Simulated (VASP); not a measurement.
# InP (F-43m) in VASP: a series of runs

The runs below take InP through relaxation of cell and atoms, with RPBE+D3(BJ), revPBE+D4.

All numbers are computed with VASP 6.6.1; they aren't measurements. Logs are shortened: lines on timing, memory, paths and dates and some standing lists are left out, and cuts for length are marked.

## 1. The cell of the first run

It takes space group F-43m (No. 216, cubic). Conventional cell: a = 5.861 Å, b = 5.861 Å, c = 5.861 Å, α = 90.00°, β = 90.00°, γ = 90.00°. In (site symmetry -43m) has 4 P at 2.54 Å within 3.3 Å. Within 3.3 Å of P (site symmetry -43m) lie 4 In at 2.54 Å.

## 2. Relaxation of cell and atoms, RPBE+D3(BJ)

INCAR reads:

```
SYSTEM = InP
ALGO     = Normal         ! electronic algorithm
EDIFF    = 1E-6           ! SCF threshold, eV
EDIFFG   = -0.01          ! ionic threshold
ENCUT    = 600            ! plane-wave cutoff, eV
GGA      = RP             ! functional
IBRION   = 2              ! ionic algorithm
ISIF     = 3              ! what is computed and relaxed
ISMEAR   = -1             ! smearing method
IVDW     = 12             ! dispersion correction
LASPH    = .True.         ! aspherical terms in the spheres
LCHARG   = .False.        ! write CHGCAR
LREAL    = .False.        ! projectors in reciprocal space
LWAVE    = .False.        ! write WAVECAR
NELM     = 80             ! most SCF steps
NSW      = 60             ! ionic steps
PREC     = Accurate       ! precision mode
SIGMA    = 0.05           ! smearing width, eV
```

KPOINTS reads:

```
k-points
0
Gamma
  8 8 8
  0 0 0
```

POSCAR reads:

```
InP
1.0
    0.0000000000      2.9305000000      2.9305000000
    2.9305000000      0.0000000000      2.9305000000
    2.9305000000      2.9305000000      0.0000000000
In P
1 1
Direct
    0.0000000000      0.0000000000      0.0000000000
    0.7500000000      0.7500000000      0.7500000000
```

Potentials or basis: VASP PAW PBE potentials, release 64 (In_d, P).

The run is started by

```bash
cat potpaw_PBE.64/In_d/POTCAR potpaw_PBE.64/P/POTCAR > POTCAR
mpirun -np 1 vasp_std > vasp.out
```

OUTCAR:

```text
SYSTEM = InP
   EDIFF = 1E-6
   EDIFFG = -0.01
   ENCUT = 600
   GGA = RP
   IBRION = 2
   ISIF = 3
   ISMEAR = -1
   IVDW = 12
   LASPH = .True.
   LREAL = .False.
   NELM = 80
   NSW = 60
   PREC = Accurate
 IVDW          = 12

 ion  position               nearest neighbor table
   1  0.000  0.000  0.000-   2 2.54   2 2.54   2 2.54   2 2.54
   2  0.750  0.750  0.750-   1 2.54   1 2.54   1 2.54   1 2.54

  LATTYP: Found a face centered cubic cell.
 ALAT       =     5.8610000000

  Lattice vectors:

 A1 = (   0.0000000000,   2.9305000000,   2.9305000000)
 A2 = (   2.9305000000,   0.0000000000,   2.9305000000)
 A3 = (   2.9305000000,   2.9305000000,   0.0000000000)

Analysis of symmetry for initial positions (statically):
=====================================================================
 Subroutine PRICEL returns:
 Original cell was already a primitive cell.

 Routine SETGRP: Setting up the symmetry group for a
 face centered cubic supercell.

 Subroutine GETGRP returns: Found 24 space group operations
 (whereof 24 operations were pure point group operations)
 out of a pool of 48 trial point group operations.

The static configuration has the point symmetry T_d .

Analysis of symmetry for dynamics (positions and initial velocities):
=====================================================================
 Subroutine PRICEL returns:
 Original cell was already a primitive cell.

 Routine SETGRP: Setting up the symmetry group for a
 face centered cubic supercell.

 Subroutine GETGRP returns: Found 24 space group operations
 (whereof 24 operations were pure point group operations)
 out of a pool of 48 trial point group operations.

The dynamic configuration has the point symmetry T_d .

 Subroutine INISYM returns: Found 24 space group operations
 (whereof 24 operations are pure point group operations),
 and found     1 'primitive' translations

----------------------------------------------------------------------------------------

                                     Primitive cell

  volume of cell :      50.3333

  direct lattice vectors                    reciprocal lattice vectors
     0.000000000  2.930500000  2.930500000    -0.170619348  0.170619348  0.170619348
     2.930500000  0.000000000  2.930500000     0.170619348 -0.170619348  0.170619348
     2.930500000  2.930500000  0.000000000     0.170619348  0.170619348 -0.170619348

  length of vectors
     4.144352845  4.144352845  4.144352845     0.295521380  0.295521380  0.295521380

  position of ions in fractional coordinates (direct lattice)
     0.000000000  0.000000000  0.000000000
     0.750000000  0.750000000  0.750000000

  ion indices of the primitive-cell ions
   primitive index   ion index
                 1           1
                 2           2

[... 70 lines left out ...]
   NELM   =     80;   NELMIN=  2; NELMDL= -5     # of ELM steps
   EDIFF  = 0.1E-05   stopping-criterion for ELM
   LREAL  =      F    real-space projection
   EDIFFG = -.1E-01   stopping-criterion for IOM
   NSW    =     60    number of steps for IOM
   IBRION =      2    ionic relax: 0-MD 1-quasi-New 2-CG
   NFREE  =      1    steps in history (QN), initial steepest desc. (CG)
   ISIF   =      3    stress and relaxation
   ISYM   =      2    0-nonsym 1-usesym 2-fastsym
   POTIM  = 0.5000    time-step for ionic-motion
   TEBEG  =    0.0;   TEEND  =   0.0 temperature during run
   PSTRESS=    0.0 pullay stress
   NELECT =      18.0000    total number of electrons
   NUPDOWN=      -1.0000    fix difference up-down
   EMIN   =  10.00;   EMAX   =-10.00  energy-range for DOS
   EFERMI =   0.00;   METHOD = LEGACY
   ISMEAR =    -1;   SIGMA  =   0.05  broadening in eV -4-tet -1-fermi 0-gaus
   EFERMI_NEDOS =   21; number of points for ismear=-14 and -15
   IALGO  =     38    algorithm
   IMIX   =      4    mixing-type and parameters
     AMIX     =   0.40;   BMIX     =  1.00
     AMIX_MAG =   1.60;   BMIX_MAG =  1.00
  volume/ion in A,a.u.               =      25.17       169.83
  Fermi-wavevector in a.u.,A,eV,Ry     =   1.162021  2.195901 18.371846  1.350293
  Thomas-Fermi vector in A             =   2.298587
   LORBIT       =      0    0 simple, 1 ext, 2 COOP (PROOUT), +10 PAW based schemes
   GGA     = RP    functional components
   LHFCALC =     F    Hartree Fock is set to
   AEXX    =    0.0000 exact exchange contribution
   IVDW    =    12    specifies the selected vdW correction
   LEPSILON=     F    determine dielectric tensor
   LRPA    =     F    only Hartree local field effects (RPA)
 conjugate gradient relaxation of ions
 non-spin polarized calculation
  energy-cutoff  :      600.00
  volume of cell :       50.33
 maximum number of plane-waves:      1700
 NGX is ok and might be reduce to    36
   NGX = 17   NGY = 17   NGZ = 17

--------------------------------------- Ionic step        1  -------------------------------------------

 number of electron      17.9999998 magnetization

 Free energy of the ion-electron system (eV)
  ---------------------------------------------------
  ext. energy  EPLUGINS =         0.00000000
  ---------------------------------------------------
  free energy    TOTEN  =        -7.69228254 eV

  energy without entropy =       -7.69228101  energy(sigma->0) =       -7.69228178

------------------------ aborting loop because EDIFF is reached ----------------------------------------

 Edisp (eV)   -2.82703

 E8    (eV) :    -1.8313
[... 71 lines left out ...]
--------------------------------------- Ionic step        3  -------------------------------------------

 number of electron      18.0000001 magnetization

 Free energy of the ion-electron system (eV)
  ---------------------------------------------------
  ext. energy  EPLUGINS =         0.00000000
  ---------------------------------------------------
  free energy    TOTEN  =        -7.49442058 eV

  energy without entropy =       -7.49442055  energy(sigma->0) =       -7.49442056

 E-fermi :   6.8388     XC(G=0):  -9.4744

 val. band max:        6.1769872809   @ k =   0.0000   0.0000   0.0000
 cond. band min:       7.4411020592   @ k =   0.0000   0.0000   0.0000
 fundamental gap:      1.2641147783
 Fermi energy:         6.8388252690

 k-point     1 :       0.0000    0.0000    0.0000
  band No.  band energies     occupation
      1      -8.2056      2.00000
      2      -8.2056      2.00000
      3      -8.2056      2.00000
      4      -8.0121      2.00000
      5      -8.0121      2.00000
      6      -5.8728      2.00000
      7       6.1770      2.00000
      8       6.1770      2.00000
      9       6.1770      2.00000
     10       7.4411      0.00001
     11      10.2940      0.00000
     12      10.2940      0.00000
     13      10.2940      0.00000
[... 354 lines left out ...]
  band No.  band energies     occupation
      1      -8.3809      2.00000
      2      -8.1429      2.00000
      3      -8.1174      2.00000
      4      -8.0197      2.00000
      5      -7.9952      2.00000
      6      -3.5267      2.00000
      7       0.3024      2.00000
      8       3.2433      2.00000
      9       4.3557      2.00000
     10       9.6353      0.00000
     11      10.3784      0.00000
     12      12.2551      0.00000
     13      13.7164      0.00000

 [... further k-points ...]

------------------------ aborting loop because EDIFF is reached ----------------------------------------

 Edisp (eV)   -3.09114

 E8    (eV) :    -2.0020
[... 25 lines left out ...]
  FREE ENERGIE OF THE ION-ELECTRON SYSTEM (eV)
  ---------------------------------------------------
  free  energy   TOTEN  =       -10.5855654801 eV

  energy  without entropy=      -10.5855654483  energy(sigma->0) =      -10.58556546

 reached required accuracy - stopping structural energy minimisation
```

OSZICAR:

```text
N       E                     dE             d eps       ncg     rms          rms(c)
DAV:   1     0.119494444505E+03    0.11949E+03   -0.92936E+03   754   0.170E+03
DAV:   2     0.830933427234E+00   -0.11866E+03   -0.11482E+03   769   0.351E+02
DAV:   3    -0.782568648818E+01   -0.86566E+01   -0.85864E+01   979   0.961E+01
[... 30 lines left out ...]
DAV:   5    -0.749450835674E+01    0.94854E-03   -0.99911E-04   869   0.313E-01    0.260E-01
DAV:   6    -0.749441705951E+01    0.91297E-04   -0.40581E-04  1151   0.209E-01    0.514E-02
DAV:   7    -0.749442240378E+01   -0.53443E-05   -0.38954E-05   932   0.102E-01    0.115E-02
DAV:   8    -0.749442008403E+01    0.23198E-05   -0.56537E-06   879   0.642E-02    0.466E-03
DAV:   9    -0.749442057909E+01   -0.49506E-06   -0.78673E-07   560   0.826E-03
   3 F= -.10585565E+02 E0= -.10585565E+02  d E =-.662489E-01
```

It took 68 s on 1 thread of Intel Xeon Platinum 8259CL at 2.50GHz (Skylake/Cascade Lake), shared host; peak memory 0.22 GiB.

Results:

* Free energy: -10.5856 eV
* Relaxed volume: 23.29 Å³/atom
* Relaxed cell: a = 4.038 Å, b = 4.038 Å, c = 4.038 Å, α = 60.00°, β = 60.00°, γ = 60.00°
* Space group after relaxing (to 0.05 Å): F-43m (No. 216)
* Energy gained by relaxing: 33.1 meV/atom
* Ionic steps: 3
* Pressure after relaxing: 0.0 GPa
* Band gap on the k mesh: 1.26 eV, direct
* Dispersion energy per atom: -1.546 eV

The path:
```tsv
step	energy change (eV)	largest force (eV/Å)	pressure (GPa)	volume (Å³)
1	0.0000	0.0000	-5.25	50.33
2	-0.0430	0.0000	3.87	44.56
3	-0.0662	0.0000	0.01	46.57
```

Final structure:
```
CELL_PARAMETERS angstrom
0.00000 2.85561 2.85561
2.85561 0.00000 2.85561
2.85561 2.85561 0.00000
ATOMIC_POSITIONS crystal
In 0.00000 0.00000 0.00000
P 0.75000 0.75000 0.75000
```

Caveat: the PAW data sets were made with another functional, which shifts forces and pressure a little; spin-orbit coupling is left out, which moves the levels of the heavy elements. A k mesh can miss the band edges.

## 3. Relaxation of cell and atoms, revPBE+D4

INCAR reads:

```
ALGO = Normal
EDIFF = 1E-7
EDIFFG = -0.01
ENCUT = 600
GGA = RE
IBRION = 2
ISIF = 3
ISMEAR = -1
IVDW = 13
LASPH = T
LCHARG = F
LREAL = F
LWAVE = F
NELM = 60
NSW = 60
PREC = Accurate
SIGMA = 0.05
```

KPOINTS reads:

```
k-points
0
Gamma
  8 8 8
```

POSCAR is that of step 2.

Potentials or basis: VASP PAW PBE potentials, release 64 (In_d, P).

The run is started by

```bash
cat potpaw_PBE.64/In_d/POTCAR potpaw_PBE.64/P/POTCAR > POTCAR
mpirun -np 1 vasp_std > vasp.out
```

Wall time 65 s (1 thread of Intel Xeon Platinum 8259CL at 2.50GHz (Skylake/Cascade Lake), shared host); peak memory 0.22 GiB.

The run converged. Its results:

```
Free energy                            : -8.8670 eV
Relaxed volume                         : 25.43 Å³/atom
Relaxed cell                           : a = 4.159 Å, b = 4.159 Å, c = 4.159 Å, α = 60.00°, β = 60.00°, γ = 60.00°
Space group after relaxing (to 0.05 Å) : F-43m (No. 216)
Energy gained by relaxing              : 0.6 meV/atom
Ionic steps                            : 3
Pressure after relaxing                : 0.0 GPa
Band gap on the k mesh                 : 0.75 eV, direct
Dispersion energy per atom             : -0.531 eV
```

Step by step:
```
step  energy change (eV)  largest force (eV/Å)  pressure (GPa)  volume (Å³)
   1              0.0000                0.0000            0.70        50.33
   2             -0.0008                0.0000           -0.35        51.14
   3             -0.0011                0.0000            0.01        50.86
```

Final structure:
```
In P
1.0
     0.00000    2.94068    2.94068
     2.94068    0.00000    2.94068
     2.94068    2.94068    0.00000
In P
1 1
Direct
  0.00000 0.00000 0.00000
  0.75000 0.75000 0.75000
```

Levels at points of the mesh, in eV from the valence-band top:
| k point | band 5 | band 6 | band 7 | band 8 | band 9 | band 10 | band 11 | band 12 | band 13 |
| --- | --- | --- | --- | --- | --- | --- | --- | --- | --- |
| (0.00, 0.00, 0.00) | -14.03 | -11.42 | 0.00 | 0.00 | 0.00 | 0.75 | 4.12 | 4.12 | 4.12 |
| (0.50, 0.00, 0.00) | -14.02 | -9.74 | -5.63 | -0.95 | -0.95 | 1.55 | 4.84 | 4.84 | 7.20 |
| (0.50, 0.50, 0.00) | -14.00 | -9.10 | -5.67 | -2.27 | -2.27 | 1.87 | 2.33 | 9.26 | 9.58 |

Caveat: the PAW data sets were made with another functional, which shifts forces and pressure a little; spin-orbit coupling is left out, which moves the levels of the heavy elements. Zero-point motion and thermal expansion aren't in these numbers.
